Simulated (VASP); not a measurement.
# Cs (I4/mmm) in VASP: single point with PBEsol

Aim: the single point of Cs with PBEsol.

Program: VASP 6.6.1. These are calculated values, not measurements. Logs are shortened: lines on timing, memory, paths and dates and some standing lists are left out, and cuts for length are marked.

## 1. The cell of the first run

It takes space group I4/mmm (No. 139, tetragonal). The conventional cell has a = 6.007 Å, b = 6.007 Å, c = 6.257 Å, α = 90.00°, β = 90.00°, γ = 90.00°.

## 2. Single point, PBEsol

The input, INCAR:

```
  ALGO = Normal
  EDIFF = 1E-7
  ENCUT = 520
  GGA = PS
  ISIF = 2
  ISMEAR = -1
  LASPH = True
  LCHARG = False
  LREAL = False
  LWAVE = False
  NBANDS = 10
  NELM = 80
  PREC = Accurate
  SIGMA = 0.05
```

The input, KPOINTS:

```
k-points
0
Gamma
  6 6 6
```

The input, POSCAR:

```
Cs
1.0
   -3.0033264589      3.0033264589      3.1284650614
    3.0033264589     -3.0033264589      3.1284650614
    3.0033264589      3.0033264589     -3.1284650614
Cs
1
Direct
    0.0000000000      0.0000000000      0.0000000000
```

Potentials or basis: VASP PAW PBE potentials, release 64 (Cs_sv).

The run is started by

```sh
$ cat potpaw_PBE.64/Cs_sv/POTCAR > POTCAR
$ mpirun -np 1 vasp_std > vasp.out
```

OUTCAR:

```text
EDIFF = 1E-7
   ENCUT = 520
   GGA = PS
   ISIF = 2
   ISMEAR = -1
   LASPH = True
   LREAL = False
   NELM = 80
   PREC = Accurate

 ion  position               nearest neighbor table
   1  0.000  0.000  0.000-

  LATTYP: Found a body centered tetragonal cell.
 ALAT       =     6.0066529178
 C/A-ratio  =     1.0416666667

  Lattice vectors:

 A1 = (  -3.0033264589,   3.0033264589,   3.1284650614)
 A2 = (   3.0033264589,  -3.0033264589,   3.1284650614)
 A3 = (   3.0033264589,   3.0033264589,  -3.1284650614)

Analysis of symmetry for initial positions (statically):
=====================================================================
 Subroutine PRICEL returns:
 Original cell was already a primitive cell.

 Routine SETGRP: Setting up the symmetry group for a
 body centered tetragonal supercell.

 Subroutine GETGRP returns: Found 16 space group operations
 (whereof 16 operations were pure point group operations)
 out of a pool of 16 trial point group operations.

The static configuration has the point symmetry D_4h.

Analysis of symmetry for dynamics (positions and initial velocities):
=====================================================================
 Subroutine PRICEL returns:
 Original cell was already a primitive cell.

 Routine SETGRP: Setting up the symmetry group for a
 body centered tetragonal supercell.

 Subroutine GETGRP returns: Found 16 space group operations
 (whereof 16 operations were pure point group operations)
 out of a pool of 16 trial point group operations.

The dynamic configuration has the point symmetry D_4h.

 Subroutine INISYM returns: Found 16 space group operations
 (whereof 16 operations are pure point group operations),
 and found     1 'primitive' translations

----------------------------------------------------------------------------------------

                                     Primitive cell

  volume of cell :     112.8746

  direct lattice vectors                    reciprocal lattice vectors
    -3.003326459  3.003326459  3.128465061     0.000000000  0.166482068  0.159822785
     3.003326459 -3.003326459  3.128465061     0.166482068  0.000000000  0.159822785
     3.003326459  3.003326459 -3.128465061     0.166482068  0.166482068  0.000000000

  length of vectors
     5.275152441  5.275152441  5.275152441     0.230780419  0.230780419  0.235441199

  position of ions in fractional coordinates (direct lattice)
     0.000000000  0.000000000  0.000000000

  ion indices of the primitive-cell ions
   primitive index   ion index
                 1           1

----------------------------------------------------------------------------------------

 KPOINTS: k-points

Automatic generation of k-mesh.
 Grid dimensions read from file:
 generate k-points for:    6    6    6

 Generating k-lattice:

  Cartesian coordinates                     Fractional coordinates (reciprocal lattice)
     0.000000000  0.027747011  0.026637131     0.166666667  0.000000000 -0.000000000
     0.027747011  0.000000000  0.026637131     0.000000000  0.166666667 -0.000000000
     0.027747011  0.027747011  0.000000000     0.000000000  0.000000000  0.166666667

  Length of vectors
     0.038463403  0.038463403  0.039240200

  Shift w.r.t. Gamma in fractional coordinates (k-lattice)
     0.000000000  0.000000000  0.000000000

 Subroutine IBZKPT returns following result:
 ===========================================

 Found     30 irreducible k-points:

 Following reciprocal coordinates:
            Coordinates               Weight
  0.000000  0.000000  0.000000      1.000000
  0.166667  0.000000 -0.000000      8.000000
  0.333333  0.000000 -0.000000      8.000000
  0.500000  0.000000 -0.000000      4.000000
  0.166667  0.166667 -0.000000      8.000000
  0.333333  0.166667 -0.000000     16.000000
[... 16 lines left out ...]
 -0.333333 -0.333333  0.166667      8.000000
 -0.166667 -0.333333  0.166667      8.000000
 [... further k-points ...]
   k-points           NKPTS =     30   k-points in BZ     NKDIM =     30   number of bands    NBANDS=     10
   number of dos      NEDOS =    301   number of ions     NIONS =      1
   total plane-waves  NPLWV =  64000
   dimension x,y,z NGX =    40 NGY =   40 NGZ =   40
   dimension x,y,z NGXF=    80 NGYF=   80 NGZF=   80
   ions per type =               1
   NGX,Y,Z   is equivalent  to a cutoff of  12.61, 12.61, 12.61 a.u.
   NGXF,Y,Z  is equivalent  to a cutoff of  25.21, 25.21, 25.21 a.u.
 SYSTEM =  unknown system
   PREC   = accura    normal or accurate (medium, high low for compatibility)
   ISTART =      0    job   : 0-new  1-cont  2-samecut
   ICHARG =      2    charge: 1-file 2-atom 10-const
   ISPIN  =      1    spin polarized calculation?
   LNONCOLLINEAR =      F non collinear calculations
   LSORBIT =      F    spin-orbit coupling
   LASPH  =      T    aspherical Exc in radial PAW
   ENCUT  =  520.0 eV  38.22 Ry    6.18 a.u.   9.81  9.81  9.81*2*pi/ulx,y,z
   NELM   =     80;   NELMIN=  2; NELMDL= -5     # of ELM steps
   EDIFF  = 0.1E-06   stopping-criterion for ELM
   LREAL  =      F    real-space projection
   EDIFFG = 0.1E-05   stopping-criterion for IOM
   NSW    =      0    number of steps for IOM
   IBRION =     -1    ionic relax: 0-MD 1-quasi-New 2-CG
   NFREE  =      0    steps in history (QN), initial steepest desc. (CG)
   ISIF   =      2    stress and relaxation
   ISYM   =      2    0-nonsym 1-usesym 2-fastsym
   POTIM  = 0.5000    time-step for ionic-motion
   TEBEG  =    0.0;   TEEND  =   0.0 temperature during run
   PSTRESS=    0.0 pullay stress
   NELECT =       9.0000    total number of electrons
   NUPDOWN=      -1.0000    fix difference up-down
   EMIN   =  10.00;   EMAX   =-10.00  energy-range for DOS
   EFERMI =   0.00;   METHOD = LEGACY
   ISMEAR =    -1;   SIGMA  =   0.05  broadening in eV -4-tet -1-fermi 0-gaus
   EFERMI_NEDOS =   21; number of points for ismear=-14 and -15
   IALGO  =     38    algorithm
   IMIX   =      4    mixing-type and parameters
     AMIX     =   0.40;   BMIX     =  1.00
     AMIX_MAG =   1.60;   BMIX_MAG =  1.00
  volume/ion in A,a.u.               =     112.87       761.72
  Fermi-wavevector in a.u.,A,eV,Ry     =   0.704623  1.331545  6.755207  0.496494
  Thomas-Fermi vector in A             =   1.789915
   LORBIT       =      0    0 simple, 1 ext, 2 COOP (PROOUT), +10 PAW based schemes
   GGA     = PS    functional components
   LHFCALC =     F    Hartree Fock is set to
   AEXX    =    0.0000 exact exchange contribution
   IVDW    =     0    specifies the selected vdW correction
   LEPSILON=     F    determine dielectric tensor
   LRPA    =     F    only Hartree local field effects (RPA)
 non-spin polarized calculation
  energy-cutoff  :      520.00
  volume of cell :      112.87
 maximum number of plane-waves:      3068
   NGX = 19   NGY = 19   NGZ = 19

 number of electron       9.0000001 magnetization

 Free energy of the ion-electron system (eV)
  ---------------------------------------------------
  ext. energy  EPLUGINS =         0.00000000
  ---------------------------------------------------
  free energy    TOTEN  =        -0.93745686 eV

  energy without entropy =       -0.91956895  energy(sigma->0) =       -0.92851290

 E-fermi :   0.4230     XC(G=0):  -5.5248

 val. band max:        0.4153119380   @ k =   0.3333   0.1667  -0.0000
 cond. band min:       0.4304638238   @ k =   0.5000   0.0000  -0.0000
 fundamental gap:      0.0151518858
 Fermi energy:         0.4230327573

 k-point     1 :       0.0000    0.0000    0.0000
  band No.  band energies     occupation
      1     -23.4150      2.00000
      2     -10.1322      2.00000
      3     -10.1315      2.00000
      4     -10.1315      2.00000
      5      -1.2832      2.00000
      6       2.8782      0.00000
      7       2.8782      0.00000
      8       3.0472      0.00000
      9       3.6936      0.00000
     10       3.9361      0.00000

 k-point     2 :       0.1667    0.0000   -0.0000
  band No.  band energies     occupation
      1     -23.4132      2.00000
      2     -10.1700      2.00000
      3     -10.1433      2.00000
      4     -10.1317      2.00000
      5      -0.9808      2.00000
      6       2.5371      0.00000
      7       2.6790      0.00000
      8       3.2779      0.00000
      9       3.5140      0.00000
     10       3.8342      0.00000

 k-point     3 :       0.3333    0.0000   -0.0000
  band No.  band energies     occupation
      1     -23.4096      2.00000
      2     -10.2439      2.00000
      3     -10.1668      2.00000
      4     -10.1313      2.00000
      5      -0.2066      1.99999
      6       1.7595      0.00000
      7       2.2852      0.00000
      8       3.6605      0.00000
      9       3.9458      0.00000
     10       4.1628      0.00000

 k-point     4 :       0.5000    0.0000   -0.0000
  band No.  band energies     occupation
      1     -23.4078      2.00000
      2     -10.2798      2.00000
      3     -10.1784      2.00000
      4     -10.1311      2.00000
      5       0.4305      0.92583
      6       1.2871      0.00000
      7       2.1277      0.00000
      8       3.5709      0.00000
      9       4.2625      0.00000
     10       4.8390      0.00000
[... 222 lines left out ...]
 k-point    22 :      -0.1667    0.5000    0.1667
  band No.  band energies     occupation
      1     -23.4063      2.00000
      2     -10.2695      2.00000
      3     -10.1920      2.00000
      4     -10.1586      2.00000
      5       0.7293      0.00436
      6       1.2204      0.00000
      7       2.3878      0.00000
      8       2.7449      0.00000
      9       4.0541      0.00000
     10       5.1774      0.00000

 k-point    23 :      -0.3333   -0.3333    0.1667
  band No.  band energies     occupation
      1     -23.4056      2.00000
      2     -10.2509      2.00000
      3     -10.2152      2.00000
      4     -10.1685      2.00000
      5       0.7752      0.00175
      6       1.4130      0.00000
      7       2.0056      0.00000
      8       3.3432      0.00000
      9       3.5119      0.00000
     10       4.7844      0.00000

 k-point    24 :      -0.1667   -0.3333    0.1667
  band No.  band energies     occupation
      1     -23.4081      2.00000
      2     -10.2356      2.00000
      3     -10.1803      2.00000
      4     -10.1586      2.00000
      5       0.0151      1.99943
      6       1.7629      0.00000
      7       2.5223      0.00000
      8       2.9242      0.00000
      9       3.8335      0.00000
     10       4.1144      0.00000

 [... further k-points ...]

------------------------ aborting loop because EDIFF is reached ----------------------------------------

  FORCE on cell =-STRESS in cart. coord.  units (eV):
  Direction    XX          YY          ZZ          XY          YZ          ZX
  --------------------------------------------------------------------------------------
  -------------------------------------------------------------------------------------
  Total       -0.0486612     -0.0486612     -0.0526539      0.0000000      0.0000000      0.0000000
  in kB       -0.6907124     -0.6907124     -0.7473861      0.0000000      0.0000000      0.0000000
  external PRESSURE =      -0.7096036 kB  Pullay stress =       0.0000000 kB

 VOLUME and BASIS-vectors are now :
 -----------------------------------------------------------------------------
  energy-cutoff  :      520.00
  volume of cell :      112.87
      direct lattice vectors                 reciprocal lattice vectors
    -3.003326459  3.003326459  3.128465061     0.000000000  0.166482068  0.159822785
     3.003326459 -3.003326459  3.128465061     0.166482068  0.000000000  0.159822785
     3.003326459  3.003326459 -3.128465061     0.166482068  0.166482068  0.000000000

 POSITION                                       TOTAL-FORCE (eV/Angst)
 -----------------------------------------------------------------------------------
      0.00000      0.00000      0.00000         0.000000     -0.000000      0.000000
 -----------------------------------------------------------------------------------
    total drift:                               -0.000000     -0.000000     -0.000000

  FREE ENERGIE OF THE ION-ELECTRON SYSTEM (eV)
  ---------------------------------------------------
  free  energy   TOTEN  =        -0.9374568592 eV

  energy  without entropy=       -0.9195689455  energy(sigma->0) =       -0.92851290
```

It took 48 s on 1 thread of Intel Xeon 8259CL, shared host; peak memory 0.25 GiB.

What came out:

```
Free energy            : -0.9375 eV
Pressure               : -0.1 GPa
Band gap on the k mesh : zero (an odd number of electrons rules out a gap without spin polarisation)
```

Levels at points of the mesh, in eV from the Fermi level:
```csv
k point,band 1,band 2,band 3,band 4,band 5,band 6,band 7,band 8,band 9
"(0.00, 0.00, 0.00)",-23.84,-10.56,-10.55,-10.55,-1.71,2.46,2.46,2.62,3.27
"(0.50, 0.00, 0.00)",-23.83,-10.70,-10.60,-10.55,0.01,0.86,1.70,3.15,3.84
"(0.50, 0.50, 0.00)",-23.83,-10.70,-10.61,-10.56,0.05,0.95,1.53,3.35,3.94
"(0.50, 0.50, 0.50)",-23.83,-10.67,-10.66,-10.66,0.60,0.68,2.83,3.16,3.16
```

Caveat: the PAW data sets were made with another functional, which shifts forces and pressure a little; spin-orbit coupling is left out, which moves the levels of the heavy elements.
